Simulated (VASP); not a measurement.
H, 4 atoms in the cell. It takes space group Cmce (No. 64, orthorhombic). The conventional cell has a = 5.350 Å, b = 5.234 Å, c = 4.223 Å, α = 90.00°, β = 90.00°, γ = 90.00°. Within 1.0 Å of H (site symmetry m) lie 1 H at 0.76 Å. 

| Item | Value |
| --- | --- |
| Program | VASP 6.6.1 |
| Task | single point |
| Functional | PBE |
| Potentials or basis | VASP PAW PBE potentials, release 64 (H) |
| Cutoff | 500 eV |
| k mesh | 5 × 5 × 4 |
| Occupations | gaussian, width 0.01 eV |
| Spin | no spin polarisation |
| Dipole correction | no |
| Further INCAR settings | ALGO = Normal; EDIFF = 1e-06; NBANDS = 10 |

Potentials or basis: VASP PAW PBE potentials, release 64 (H).

Command:

```bash
$ cat potpaw_PBE.64/H/POTCAR > POTCAR
$ mpirun -np 1 vasp_std > vasp.out
```

Hardware: 1 thread of Intel(R) Xeon(R) Platinum 8488C (Sapphire Rapids), on a shared host.

Q: How long does it take, and how much memory?

A: Wall time 8.1 s on 1 thread of Intel(R) Xeon(R) Platinum 8488C (Sapphire Rapids), with other jobs on the host, peak memory 0.15 GiB. Counts: scf iterations 12, k points 27.
